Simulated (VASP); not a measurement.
# Ta2H (P-4m2) in VASP: a series of runs

Runs on Ta2H. Level: PBEsol. Tasks: single point, relaxation of cell and atoms.

Everything below comes from runs of VASP 6.6.1. Logs are shortened: lines on timing, memory, paths and dates and some standing lists are left out, and cuts for length are marked.

**1. The cell of the first run**

The structure is tetragonal, space group P-4m2 (No. 115). The conventional cell has a = 3.349 Å, b = 3.349 Å, c = 3.385 Å, α = 90.00°, β = 90.00°, γ = 90.00°. H (site symmetry -4m2) has 4 Ta at 1.89 Å within 2.5 Å. Within 2.5 Å of Ta (site symmetry 2mm) lie 2 H at 1.89 Å.

**2. Single point, PBEsol**

Contents of INCAR:

```
SYSTEM = Ta2H
PREC = Accurate
ENCUT = 520
EDIFF = 1E-6
ISMEAR = 0
SIGMA = 0.05
LREAL = .FALSE.
LASPH = .TRUE.
NELM = 60
ALGO = Normal
ISIF = 2
LWAVE = .FALSE.
LCHARG = .TRUE.
GGA = PS
LELF = .TRUE.
LVHAR = .TRUE.
NBANDS = 18
```

Contents of KPOINTS:

```
Automatic mesh
0
G
  10 10 10
  0 0 0
```

Contents of POSCAR:

```
Ta2H
1.0
    3.3491641110      0.0000000000      0.0000000000
    0.0000000000      3.3491641110      0.0000000000
    0.0000000000      0.0000000000      3.3847937764
H Ta
1 2
Direct
    0.0000000000      0.0000000000      0.0000000000
    0.5000000000      0.0000000000      0.7405118303
    0.0000000000      0.5000000000      0.2594881697
```

Potentials or basis: VASP PAW PBE potentials, release 64 (H, Ta_pv).

Run with:

```sh
> cat potpaw_PBE.64/H/POTCAR potpaw_PBE.64/Ta_pv/POTCAR > POTCAR
> mpirun -np 1 vasp_std > vasp.out
```

OUTCAR:

```text
SYSTEM = Ta2H
   PREC = Accurate
   ENCUT = 520
   EDIFF = 1E-6
   ISMEAR = 0
   LREAL = .FALSE.
   LASPH = .TRUE.
   NELM = 60
   ISIF = 2
   GGA = PS

 ion  position               nearest neighbor table
   1  0.000  0.000  0.000-   2 1.89   3 1.89   3 1.89   2 1.89
   2  0.500  0.000  0.741-   1 1.89   1 1.89   3 2.87   3 2.87   3 2.87   3 2.87   3 2.95   3 2.95
                             3 2.95   3 2.95
   3  0.000  0.500  0.259-   1 1.89   1 1.89   2 2.87   2 2.87   2 2.87   2 2.87   2 2.95   2 2.95
                             2 2.95   2 2.95

  LATTYP: Found a simple tetragonal cell.
 ALAT       =     3.3491641110
 C/A-ratio  =     1.0106383755

  Lattice vectors:

 A1 = (   3.3491641110,   0.0000000000,   0.0000000000)
 A2 = (   0.0000000000,   3.3491641110,   0.0000000000)
 A3 = (   0.0000000000,   0.0000000000,   3.3847937764)

Analysis of symmetry for initial positions (statically):
=====================================================================
 Subroutine PRICEL returns:
 Original cell was already a primitive cell.

 Routine SETGRP: Setting up the symmetry group for a
 simple tetragonal supercell.

 Subroutine GETGRP returns: Found  8 space group operations
 (whereof  8 operations were pure point group operations)
 out of a pool of 16 trial point group operations.

The static configuration has the point symmetry D_2d.

Analysis of symmetry for dynamics (positions and initial velocities):
=====================================================================
 Subroutine PRICEL returns:
 Original cell was already a primitive cell.

 Routine SETGRP: Setting up the symmetry group for a
 simple tetragonal supercell.

 Subroutine GETGRP returns: Found  8 space group operations
 (whereof  8 operations were pure point group operations)
 out of a pool of 16 trial point group operations.

The dynamic configuration has the point symmetry D_2d.

 Subroutine INISYM returns: Found  8 space group operations
 (whereof  8 operations are pure point group operations),
 and found     1 'primitive' translations

----------------------------------------------------------------------------------------

                                     Primitive cell

  volume of cell :      37.9669

  direct lattice vectors                    reciprocal lattice vectors
     3.349164111  0.000000000  0.000000000     0.298581965  0.000000000  0.000000000
     0.000000000  3.349164111  0.000000000     0.000000000  0.298581965  0.000000000
     0.000000000  0.000000000  3.384793776     0.000000000  0.000000000  0.295438974

  length of vectors
     3.349164111  3.349164111  3.384793776     0.298581965  0.298581965  0.295438974

  position of ions in fractional coordinates (direct lattice)
     0.000000000  0.000000000  0.000000000
     0.500000000  0.000000000  0.740511830
     0.000000000  0.500000000  0.259488170

  ion indices of the primitive-cell ions
   primitive index   ion index
                 1           1
                 2           2
                 3           3

----------------------------------------------------------------------------------------

 KPOINTS: Automatic mesh

Automatic generation of k-mesh.
 Grid dimensions read from file:
 generate k-points for:   10   10   10

 Generating k-lattice:

  Cartesian coordinates                     Fractional coordinates (reciprocal lattice)
     0.029858196  0.000000000  0.000000000     0.100000000  0.000000000  0.000000000
     0.000000000  0.029858196  0.000000000     0.000000000  0.100000000  0.000000000
     0.000000000  0.000000000  0.029543897     0.000000000  0.000000000  0.100000000

  Length of vectors
     0.029858196  0.029858196  0.029543897

  Shift w.r.t. Gamma in fractional coordinates (k-lattice)
     0.000000000  0.000000000  0.000000000

 Subroutine IBZKPT returns following result:
 ===========================================

 Found    126 irreducible k-points:

 Following reciprocal coordinates:
            Coordinates               Weight
  0.000000  0.000000  0.000000      1.000000
  0.100000  0.000000  0.000000      4.000000
  0.200000  0.000000  0.000000      4.000000
  0.300000  0.000000  0.000000      4.000000
  0.400000  0.000000  0.000000      4.000000
  0.500000  0.000000  0.000000      2.000000
[... 16 lines left out ...]
  0.100000  0.000000  0.100000      8.000000
  0.200000  0.000000  0.100000      8.000000
 [... further k-points ...]
   k-points           NKPTS =    126   k-points in BZ     NKDIM =    126   number of bands    NBANDS=     18
   number of dos      NEDOS =    301   number of ions     NIONS =      3
   total plane-waves  NPLWV =  21952
   dimension x,y,z NGX =    28 NGY =   28 NGZ =   28
   dimension x,y,z NGXF=    56 NGYF=   56 NGZF=   56
   ions per type =               1   2
   NGX,Y,Z   is equivalent  to a cutoff of  13.90, 13.90, 13.75 a.u.
   NGXF,Y,Z  is equivalent  to a cutoff of  27.80, 27.80, 27.50 a.u.
 SYSTEM =  Ta2H
   PREC   = accura    normal or accurate (medium, high low for compatibility)
   ISTART =      0    job   : 0-new  1-cont  2-samecut
   ICHARG =      2    charge: 1-file 2-atom 10-const
   ISPIN  =      1    spin polarized calculation?
   LNONCOLLINEAR =      F non collinear calculations
   LSORBIT =      F    spin-orbit coupling
   LASPH  =      T    aspherical Exc in radial PAW
   ENCUT  =  520.0 eV  38.22 Ry    6.18 a.u.   6.23  6.23  6.29*2*pi/ulx,y,z
   NELM   =     60;   NELMIN=  2; NELMDL= -5     # of ELM steps
   EDIFF  = 0.1E-05   stopping-criterion for ELM
   LREAL  =      F    real-space projection
   EDIFFG = 0.1E-04   stopping-criterion for IOM
   NSW    =      0    number of steps for IOM
   IBRION =     -1    ionic relax: 0-MD 1-quasi-New 2-CG
   NFREE  =      0    steps in history (QN), initial steepest desc. (CG)
   ISIF   =      2    stress and relaxation
   ISYM   =      2    0-nonsym 1-usesym 2-fastsym
   POTIM  = 0.5000    time-step for ionic-motion
   TEBEG  =    0.0;   TEEND  =   0.0 temperature during run
   PSTRESS=    0.0 pullay stress
   NELECT =      23.0000    total number of electrons
   NUPDOWN=      -1.0000    fix difference up-down
   EMIN   =  10.00;   EMAX   =-10.00  energy-range for DOS
   EFERMI =   0.00;   METHOD = LEGACY
   ISMEAR =     0;   SIGMA  =   0.05  broadening in eV -4-tet -1-fermi 0-gaus
   EFERMI_NEDOS =   21; number of points for ismear=-14 and -15
   IALGO  =     38    algorithm
   IMIX   =      4    mixing-type and parameters
     AMIX     =   0.40;   BMIX     =  1.00
     AMIX_MAG =   1.60;   BMIX_MAG =  1.00
  volume/ion in A,a.u.               =      12.66        85.40
  Fermi-wavevector in a.u.,A,eV,Ry     =   1.385210  2.617668 26.106967  1.918808
  Thomas-Fermi vector in A             =   2.509642
   LORBIT       =      0    0 simple, 1 ext, 2 COOP (PROOUT), +10 PAW based schemes
   GGA     = PS    functional components
   LHFCALC =     F    Hartree Fock is set to
   AEXX    =    0.0000 exact exchange contribution
   IVDW    =     0    specifies the selected vdW correction
   LEPSILON=     F    determine dielectric tensor
   LRPA    =     F    only Hartree local field effects (RPA)
 non-spin polarized calculation
 Gauss-broadening in eV      SIGMA  =   0.05
  energy-cutoff  :      520.00
  volume of cell :       37.97
 maximum number of plane-waves:      1064
 NGX is ok and might be reduce to    28
   NGX = 13   NGY = 13   NGZ = 13

 number of electron      22.9999997 magnetization

 Free energy of the ion-electron system (eV)
  ---------------------------------------------------
  ext. energy  EPLUGINS =         0.00000000
  ---------------------------------------------------
  free energy    TOTEN  =       -28.85286438 eV

  energy without entropy =      -28.85065296  energy(sigma->0) =      -28.85175867

 E-fermi :   5.3717     XC(G=0): -12.7098

 val. band max:        5.3686243164   @ k =   0.5000   0.0000   0.1000
 cond. band min:       5.3779542900   @ k =   0.2000   0.0000   0.1000
 fundamental gap:      0.0093299736
 Fermi energy:         5.3717352006

 k-point     1 :       0.0000    0.0000    0.0000
  band No.  band energies     occupation
      1     -28.6244      2.00000
      2     -28.6228      2.00000
      3     -28.6228      2.00000
      4     -27.8900      2.00000
      5     -27.8900      2.00000
      6     -27.8825      2.00000
[... 10 lines left out ...]
     17      11.5577      0.00000
     18      11.6679      0.00000

 k-point     2 :       0.1000    0.0000    0.0000
  band No.  band energies     occupation
      1     -28.6283      2.00000
      2     -28.6053      2.00000
      3     -28.6041      2.00000
      4     -27.9286      2.00000
      5     -27.9061      2.00000
      6     -27.8990      2.00000
[... 10 lines left out ...]
     17      11.3654      0.00000
     18      12.3830      0.00000

 k-point     3 :       0.2000    0.0000    0.0000
  band No.  band energies     occupation
      1     -28.6349      2.00000
      2     -28.5550      2.00000
      3     -28.5498      2.00000
      4     -28.0319      2.00000
      5     -27.9528      2.00000
      6     -27.9480      2.00000
[... 10 lines left out ...]
     17      10.7743      0.00000
     18      11.0308      0.00000

 k-point     4 :       0.3000    0.0000    0.0000
  band No.  band energies     occupation
      1     -28.6312      2.00000
      2     -28.4788      2.00000
      3     -28.4668      2.00000
      4     -28.1686      2.00000
      5     -28.0254      2.00000
      6     -28.0245      2.00000
[... 10 lines left out ...]
     17       9.9509      0.00000
     18      10.0744      0.00000

 k-point     5 :       0.4000    0.0000    0.0000
  band No.  band energies     occupation
      1     -28.6083      2.00000
      2     -28.3909      2.00000
      3     -28.3732      2.00000
      4     -28.2879      2.00000
      5     -28.1243      2.00000
      6     -28.1087      2.00000
[... 10 lines left out ...]
     17       9.3042      0.00000
     18      10.1273      0.00000

 k-point     6 :       0.5000    0.0000    0.0000
  band No.  band energies     occupation
      1     -28.5872      2.00000
      2     -28.3757      2.00000
      3     -28.3373      2.00000
      4     -28.2465      2.00000
      5     -28.2228      2.00000
      6     -28.1609      2.00000
[... 10 lines left out ...]
     17       9.4357      0.00000
     18      10.1170      0.00000

 k-point     7 :       0.1000    0.1000    0.0000
  band No.  band energies     occupation
      1     -28.6601      2.00000
      2     -28.5865      2.00000
      3     -28.5610      2.00000
      4     -27.9961      2.00000
      5     -27.9156      2.00000
      6     -27.8896      2.00000
[... 10 lines left out ...]
     17      11.6635      0.00000
     18      12.9688      0.00000

 k-point     8 :       0.2000    0.1000    0.0000
  band No.  band energies     occupation
      1     -28.6895      2.00000
      2     -28.5343      2.00000
      3     -28.4922      2.00000
      4     -28.1175      2.00000
      5     -27.9619      2.00000
      6     -27.9105      2.00000
[... 10 lines left out ...]
     17      11.3275      0.00000
     18      11.9408      0.00000
[... 229 lines left out ...]
     17      11.2884      0.00000
     18      12.3966      0.00000

 k-point    20 :       0.5000    0.4000    0.0000
  band No.  band energies     occupation
      1     -29.0578      2.00000
      2     -28.7914      2.00000
      3     -28.2229      2.00000
      4     -28.2217      2.00000
      5     -28.0172      2.00000
      6     -27.8427      2.00000
[... 10 lines left out ...]
     17      11.9218      0.00000
     18      12.2818      0.00000

 k-point    21 :       0.5000    0.5000    0.0000
  band No.  band energies     occupation
      1     -29.0915      2.00000
      2     -28.8210      2.00000
      3     -28.2198      2.00000
      4     -28.2198      2.00000
      5     -27.9995      2.00000
      6     -27.8250      2.00000
[... 10 lines left out ...]
     17      12.2524      0.00000
     18      12.6089      0.00000

 k-point    22 :       0.0000    0.0000    0.1000
  band No.  band energies     occupation
      1     -28.6227      2.00000
      2     -28.6057      2.00000
      3     -28.6057      2.00000
      4     -27.9189      2.00000
      5     -27.9061      2.00000
      6     -27.9061      2.00000
[... 10 lines left out ...]
     17      10.4557      0.00000
     18      11.4551      0.00000

 k-point    23 :       0.1000    0.0000    0.1000
  band No.  band energies     occupation
      1     -28.6554      2.00000
      2     -28.5890      2.00000
      3     -28.5597      2.00000
      4     -27.9913      2.00000
      5     -27.9212      2.00000
      6     -27.8861      2.00000
[... 10 lines left out ...]
     17      11.6268      0.00000
     18      11.7036      0.00000

 k-point    24 :       0.2000    0.0000    0.1000
  band No.  band energies     occupation
      1     -28.6827      2.00000
      2     -28.5409      2.00000
      3     -28.4898      2.00000
      4     -28.1133      2.00000
      5     -27.9651      2.00000
      6     -27.9081      2.00000
[... 10 lines left out ...]
     17      11.3848      0.00000
     18      11.5030      0.00000

 [... further k-points ...]

------------------------ aborting loop because EDIFF is reached ----------------------------------------

  FORCE on cell =-STRESS in cart. coord.  units (eV):
  Direction    XX          YY          ZZ          XY          YZ          ZX
  --------------------------------------------------------------------------------------
  -------------------------------------------------------------------------------------
  Total        0.0256642      0.0256642      0.0187522      0.0000000      0.0000000      0.0000000
  in kB        1.0830116      1.0830116      0.7913319      0.0000000      0.0000000      0.0000000
  external PRESSURE =       0.9857851 kB  Pullay stress =       0.0000000 kB

 VOLUME and BASIS-vectors are now :
 -----------------------------------------------------------------------------
  energy-cutoff  :      520.00
  volume of cell :       37.97
      direct lattice vectors                 reciprocal lattice vectors
     3.349164111  0.000000000  0.000000000     0.298581965  0.000000000  0.000000000
     0.000000000  3.349164111  0.000000000     0.000000000  0.298581965  0.000000000
     0.000000000  0.000000000  3.384793776     0.000000000  0.000000000  0.295438974

 POSITION                                       TOTAL-FORCE (eV/Angst)
 -----------------------------------------------------------------------------------
      0.00000      0.00000      0.00000         0.000000     -0.000000      0.000000
      1.67458      0.00000      2.50648        -0.000000      0.000000     -0.004469
      0.00000      1.67458      0.87831         0.000000      0.000000      0.004469
 -----------------------------------------------------------------------------------
    total drift:                                0.000000      0.000000      0.000000

  FREE ENERGIE OF THE ION-ELECTRON SYSTEM (eV)
  ---------------------------------------------------
  free  energy   TOTEN  =       -28.8528643801 eV

  energy  without entropy=      -28.8506529560  energy(sigma->0) =      -28.85175867
```

Run time: 66 s. Hardware: 1 thread of Oxide Virtual Turin-like, shared host; peak memory 0.18 GiB.

What came out:

| Property | Result |
| --- | --- |
| Free energy | -28.8529 eV |
| Pressure | 0.1 GPa |
| Largest force | 0.004 eV/Å |
| Band gap on the k mesh | zero (an odd number of electrons rules out a gap without spin polarisation) |

Forces on the atoms (eV/Å):
```
H    0.000  0.000  0.000
Ta   0.000  0.000 -0.004
Ta   0.000  0.000  0.004
```

Levels at points of the mesh, in eV from the Fermi level:
```
           k point  band 8  band 9  band 10  band 11  band 12  band 13  band 14  band 15  band 16  band 17
(0.00, 0.00, 0.00)   -4.98   -3.84     0.34     0.34     0.60     3.23     3.46     4.82     6.19     6.19
(0.50, 0.00, 0.00)   -3.79   -1.53    -0.96    -0.29     0.86     1.06     1.15     2.47     3.00     4.06
(0.50, 0.50, 0.00)   -4.48   -4.48    -1.52    -0.56     1.45     3.48     3.48     4.37     4.37     6.88
(0.00, 0.00, 0.50)   -4.17   -1.90    -1.41     0.57     0.57     1.24     1.24     2.68     3.15     3.83
(0.50, 0.00, 0.50)   -4.20   -1.88    -1.48    -0.66     1.14     3.22     3.28     4.32     4.45     7.06
(0.50, 0.50, 0.50)   -1.54   -1.54    -1.40    -1.32    -1.06     4.34     4.34     4.64     4.64     6.04
```

Caveat: the PAW data sets were made with another functional, which shifts forces and pressure a little; spin-orbit coupling is left out, which moves the levels of the heavy elements.

[end of part 1 of 2]
